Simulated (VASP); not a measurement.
# TaAs (I4_1md) in VASP: single point with PBEsol

Aim: the single point of TaAs with PBEsol.

Everything below comes from runs of VASP 6.6.1. Logs are shortened: lines on timing, memory, paths and dates and some standing lists are left out, and cuts for length are marked.

## (1) The cell of the first run

Symmetry: I4_1md, No. 109, tetragonal system. The conventional cell has a = 3.429 Å, b = 3.429 Å, c = 11.582 Å, α = 90.00°, β = 90.00°, γ = 90.00°. Within 3.5 Å of Ta (site symmetry 2mm) lie 6 As at 2.59 to 2.60 Å and 8 Ta at 3.37 to 3.43 Å. Within 3.5 Å of As (site symmetry 2mm) lie 6 Ta at 2.59 to 2.60 Å and 8 As at 3.37 to 3.43 Å.

## (2) Single point, PBEsol

Contents of INCAR:

```
SYSTEM = TaAs
  ALGO = Normal
  EDIFF = 1E-7
  ENCUT = 520
  GGA = PS
  ISIF = 2
  ISMEAR = 0
  ISYM = 0
  LASPH = .TRUE.
  LCHARG = .FALSE.
  LREAL = .FALSE.
  LWAVE = .FALSE.
  NBANDS = 24
  NELM = 100
  PREC = Accurate
  SIGMA = 0.1
```

Contents of KPOINTS:

```
k-points
0
G
  7 6 15
  0 0 0
```

Contents of POSCAR:

```
TaAs
1.0
    4.8489147272      0.0000000000      0.0000000000
    0.0000000000      6.2781530304      0.0000000000
    2.4244573636      0.9362615851      2.2363827383
Ta As
2 2
Direct
    0.4996867463     -0.0006265074      0.5006265074
    0.2496867463      0.4993734926      0.5006265074
    0.9177138337      0.8354276674      0.6645723326
    0.6677138337      0.3354276674      0.6645723326
```

Potentials or basis: VASP PAW PBE potentials, release 64 (Ta_pv, As).

Started as:

```bash
$ cat potpaw_PBE.64/Ta_pv/POTCAR potpaw_PBE.64/As/POTCAR > POTCAR
$ mpirun -np 1 vasp_std > vasp.out
```

OUTCAR:

```text
SYSTEM = TaAs
   EDIFF = 1E-7
   ENCUT = 520
   GGA = PS
   ISIF = 2
   ISMEAR = 0
   ISYM = 0
   LASPH = .TRUE.
   LREAL = .FALSE.
   NELM = 100
   PREC = Accurate

 ion  position               nearest neighbor table
   1  0.500  0.999  0.501-   4 2.59   4 2.59   3 2.60   3 2.60   3 2.60   3 2.60   2 3.37   2 3.37
                             2 3.37   2 3.37
   2  0.250  0.499  0.501-   3 2.59   3 2.59   4 2.60   4 2.60   4 2.60   4 2.60   1 3.37   1 3.37
                             1 3.37   1 3.37
   3  0.918  0.835  0.665-   2 2.59   2 2.59   1 2.60   1 2.60   1 2.60   1 2.60
   4  0.668  0.335  0.665-   1 2.59   1 2.59   2 2.60   2 2.60   2 2.60   2 2.60

IMPORTANT INFORMATION: All symmetrisations will be switched off!
NOSYMM: (Re-)initialisation of all symmetry stuff for point group C_1.

----------------------------------------------------------------------------------------

                                     Primitive cell

  volume of cell :      68.0805

  direct lattice vectors                    reciprocal lattice vectors
     4.848914727  0.000000000  0.000000000     0.206231715  0.000000000 -0.223575326
     0.000000000  6.278153030  0.000000000     0.000000000  0.159282514 -0.066683621
     2.424457364  0.936261585  2.236382738     0.000000000  0.000000000  0.447150652

  length of vectors
     4.848914727  6.278153030  3.428700485     0.304166807  0.172677806  0.447150652

  position of ions in fractional coordinates (direct lattice)
     0.499686746  0.999373493  0.500626507
     0.249686746  0.499373493  0.500626507
     0.917713834  0.835427667  0.664572333
     0.667713834  0.335427667  0.664572333

  ion indices of the primitive-cell ions
   primitive index   ion index
                 1           1
                 2           2
                 3           3
                 4           4

----------------------------------------------------------------------------------------

 KPOINTS: k-points

Automatic generation of k-mesh.
 Grid dimensions read from file:
 generate k-points for:    7    6   15

 Generating k-lattice:

  Cartesian coordinates                     Fractional coordinates (reciprocal lattice)
     0.029461674  0.000000000 -0.031939332     0.142857143  0.000000000  0.000000000
     0.000000000  0.026547086 -0.011113937     0.000000000  0.166666667  0.000000000
     0.000000000  0.000000000  0.029810043     0.000000000  0.000000000  0.066666667

  Length of vectors
     0.043452401  0.028779634  0.029810043

  Shift w.r.t. Gamma in fractional coordinates (k-lattice)
     0.000000000  0.000000000  0.000000000

 -----------------------------------------------------------------------------
|                                                                             |
|           W    W    AA    RRRRR   N    N  II  N    N   GGGG   !!!           |
|           W    W   A  A   R    R  NN   N  II  NN   N  G    G  !!!           |
|           W    W  A    A  R    R  N N  N  II  N N  N  G       !!!           |
|           W WW W  AAAAAA  RRRRR   N  N N  II  N  N N  G  GGG   !            |
|           WW  WW  A    A  R   R   N   NN  II  N   NN  G    G                |
|           W    W  A    A  R    R  N    N  II  N    N   GGGG   !!!           |
|                                                                             |
|     Your reciprocal lattice and k-lattice belong to different lattice       |
|     classes:                                                                |
|                                                                             |
|        The reciprocal lattice is body-centered tetragonal,                  |
|        whereas your k-lattice is triclinic.                                 |
|                                                                             |
|     Results are often still useful ...                                      |
|                                                                             |
 -----------------------------------------------------------------------------

 WARNING: IBZKPT: internal override: KBLOWUP is changed to .FALSE.
      ... skipping the blow-up phase ...

 Subroutine IBZKPT returns following result:
 ===========================================

 Found    316 irreducible k-points:

 Following reciprocal coordinates:
            Coordinates               Weight
  0.000000  0.000000  0.000000      1.000000
  0.142857  0.000000  0.000000      2.000000
  0.285714  0.000000  0.000000      2.000000
  0.428571  0.000000  0.000000      2.000000
  0.000000  0.166667  0.000000      2.000000
  0.142857  0.166667  0.000000      2.000000
[... 16 lines left out ...]
  0.000000  0.000000  0.066667      2.000000
  0.142857  0.000000  0.066667      2.000000
 [... further k-points ...]
   k-points           NKPTS =    316   k-points in BZ     NKDIM =    316   number of bands    NBANDS=     24
   number of dos      NEDOS =    301   number of ions     NIONS =      4
   total plane-waves  NPLWV =  48384
   dimension x,y,z NGX =    36 NGY =   48 NGZ =   28
   dimension x,y,z NGXF=    72 NGYF=   96 NGZF=   56
   ions per type =               2   2
   NGX,Y,Z   is equivalent  to a cutoff of  12.34, 12.71, 13.58 a.u.
   NGXF,Y,Z  is equivalent  to a cutoff of  24.69, 25.42, 27.15 a.u.
 SYSTEM =  TaAs
   PREC   = accura    normal or accurate (medium, high low for compatibility)
   ISTART =      0    job   : 0-new  1-cont  2-samecut
   ICHARG =      2    charge: 1-file 2-atom 10-const
   ISPIN  =      1    spin polarized calculation?
   LNONCOLLINEAR =      F non collinear calculations
   LSORBIT =      F    spin-orbit coupling
   LASPH  =      T    aspherical Exc in radial PAW
   ENCUT  =  520.0 eV  38.22 Ry    6.18 a.u.   9.02 11.67  6.38*2*pi/ulx,y,z
   NELM   =    100;   NELMIN=  2; NELMDL= -5     # of ELM steps
   EDIFF  = 0.1E-06   stopping-criterion for ELM
   LREAL  =      F    real-space projection
   EDIFFG = 0.1E-05   stopping-criterion for IOM
   NSW    =      0    number of steps for IOM
   IBRION =     -1    ionic relax: 0-MD 1-quasi-New 2-CG
   NFREE  =      0    steps in history (QN), initial steepest desc. (CG)
   ISIF   =      2    stress and relaxation
   ISYM   =      0    0-nonsym 1-usesym 2-fastsym
   POTIM  = 0.5000    time-step for ionic-motion
   TEBEG  =    0.0;   TEEND  =   0.0 temperature during run
   PSTRESS=    0.0 pullay stress
   NELECT =      32.0000    total number of electrons
   NUPDOWN=      -1.0000    fix difference up-down
   EMIN   =  10.00;   EMAX   =-10.00  energy-range for DOS
   EFERMI =   0.00;   METHOD = LEGACY
   ISMEAR =     0;   SIGMA  =   0.10  broadening in eV -4-tet -1-fermi 0-gaus
   EFERMI_NEDOS =   21; number of points for ismear=-14 and -15
   IALGO  =     38    algorithm
   IMIX   =      4    mixing-type and parameters
     AMIX     =   0.40;   BMIX     =  1.00
     AMIX_MAG =   1.60;   BMIX_MAG =  1.00
  volume/ion in A,a.u.               =      17.02       114.86
  Fermi-wavevector in a.u.,A,eV,Ry     =   1.272870  2.405375 22.044124  1.620197
  Thomas-Fermi vector in A             =   2.405724
   LORBIT       =      0    0 simple, 1 ext, 2 COOP (PROOUT), +10 PAW based schemes
   GGA     = PS    functional components
   LHFCALC =     F    Hartree Fock is set to
   AEXX    =    0.0000 exact exchange contribution
   IVDW    =     0    specifies the selected vdW correction
   LEPSILON=     F    determine dielectric tensor
   LRPA    =     F    only Hartree local field effects (RPA)
 non-spin polarized calculation
 Gauss-broadening in eV      SIGMA  =   0.10
  energy-cutoff  :      520.00
  volume of cell :       68.08
 maximum number of plane-waves:      1849
   NGX = 17   NGY = 23   NGZ = 13

 number of electron      32.0000001 magnetization

 Free energy of the ion-electron system (eV)
  ---------------------------------------------------
  ext. energy  EPLUGINS =         0.00000000
  ---------------------------------------------------
  free energy    TOTEN  =       -37.73251267 eV

  energy without entropy =      -37.73138512  energy(sigma->0) =      -37.73194889

 E-fermi :   7.0352     XC(G=0): -12.1195

 val. band max:        7.0322992556   @ k =   0.2857   0.1667   0.0000
 cond. band min:       7.0622764792   @ k =   0.4286   0.5000   0.0000
 fundamental gap:      0.0299772236
 Fermi energy:         7.0351941457

 k-point     1 :       0.0000    0.0000    0.0000
  band No.  band energies     occupation
      1     -27.8547      2.00000
      2     -27.8039      2.00000
      3     -27.8035      2.00000
      4     -27.6472      2.00000
      5     -27.6455      2.00000
      6     -27.5867      2.00000
[... 16 lines left out ...]
     23      11.2166      0.00000
     24      11.2172      0.00000

 k-point     2 :       0.1429    0.0000    0.0000
  band No.  band energies     occupation
      1     -27.8536      2.00000
      2     -27.8253      2.00000
      3     -27.8008      2.00000
      4     -27.6782      2.00000
      5     -27.6418      2.00000
      6     -27.5908      2.00000
[... 16 lines left out ...]
     23      11.1929      0.00000
     24      12.0986      0.00000

 k-point     3 :       0.2857    0.0000    0.0000
  band No.  band energies     occupation
      1     -27.9194      2.00000
      2     -27.8063      2.00000
      3     -27.7940      2.00000
      4     -27.7397      2.00000
      5     -27.6334      2.00000
      6     -27.6064      2.00000
[... 16 lines left out ...]
     23      11.7376      0.00000
     24      13.3603      0.00000
[... 514 lines left out ...]
 k-point    23 :       0.0000    0.0000    0.0667
  band No.  band energies     occupation
      1     -27.8495      2.00000
      2     -27.8114      2.00000
      3     -27.8082      2.00000
      4     -27.6540      2.00000
      5     -27.6515      2.00000
      6     -27.5896      2.00000
[... 16 lines left out ...]
     23      11.0478      0.00000
     24      11.1482      0.00000

 k-point    24 :       0.1429    0.0000    0.0667
  band No.  band energies     occupation
      1     -27.8518      2.00000
      2     -27.8125      2.00000
      3     -27.8085      2.00000
      4     -27.6561      2.00000
      5     -27.6516      2.00000
      6     -27.5867      2.00000
[... 16 lines left out ...]
     23      11.0457      0.00000
     24      11.2357      0.00000

 [... further k-points ...]

------------------------ aborting loop because EDIFF is reached ----------------------------------------

  FORCE on cell =-STRESS in cart. coord.  units (eV):
  Direction    XX          YY          ZZ          XY          YZ          ZX
  --------------------------------------------------------------------------------------
  -------------------------------------------------------------------------------------
  Total        0.3138457      0.2199533      0.2995263      0.0074708      0.0382625      0.0065593
  in kB        7.3859135      5.1762896      7.0489256      0.1758148      0.9004544      0.1543629
  external PRESSURE =       6.5370429 kB  Pullay stress =       0.0000000 kB

 VOLUME and BASIS-vectors are now :
 -----------------------------------------------------------------------------
  energy-cutoff  :      520.00
  volume of cell :       68.08
      direct lattice vectors                 reciprocal lattice vectors
     4.848914727  0.000000000  0.000000000     0.206231715  0.000000000 -0.223575326
     0.000000000  6.278153030  0.000000000     0.000000000  0.159282514 -0.066683621
     2.424457364  0.936261585  2.236382738     0.000000000  0.000000000  0.447150652

 POSITION                                       TOTAL-FORCE (eV/Angst)
 -----------------------------------------------------------------------------------
      3.63669      6.74294      1.11959        -0.000766     -0.004511      0.004913
      2.42446      3.60386      1.11959         0.000255      0.002064     -0.001812
      6.06114      5.86716      1.48624         0.000580      0.000523     -0.001693
      4.84891      2.72808      1.48624        -0.000069      0.001924     -0.001407
 -----------------------------------------------------------------------------------
    total drift:                                0.000042     -0.000212      0.000096

  FREE ENERGIE OF THE ION-ELECTRON SYSTEM (eV)
  ---------------------------------------------------
  free  energy   TOTEN  =       -37.7325126696 eV

  energy  without entropy=      -37.7313851198  energy(sigma->0) =      -37.73194889
```

It took 7.3 min on 1 thread of Intel Xeon Platinum 8259CL at 2.50GHz (Skylake/Cascade Lake), shared host; peak memory 0.56 GiB.

Results:

```
Free energy            : -37.7325 eV
Pressure               : 0.7 GPa
Largest force          : 0.007 eV/Å
Band gap on the k mesh : 0.03 eV (least direct gap 0.04 eV)
```

Forces in eV/Å, atoms in the order of the input:
```
Ta  -0.001 -0.005  0.005
Ta   0.000  0.002 -0.002
As   0.001  0.001 -0.002
As   0.000  0.002 -0.001
```

Stress tensor (GPa, compression positive):
```
0.74 0.02 0.02
0.02 0.52 0.09
0.02 0.09 0.70
```

Caveat: the PAW data sets were made with another functional, which shifts forces and pressure a little; spin-orbit coupling is left out, which moves the levels of the heavy elements; an odd mesh through Γ misses points on the zone boundary, where band edges can lie.
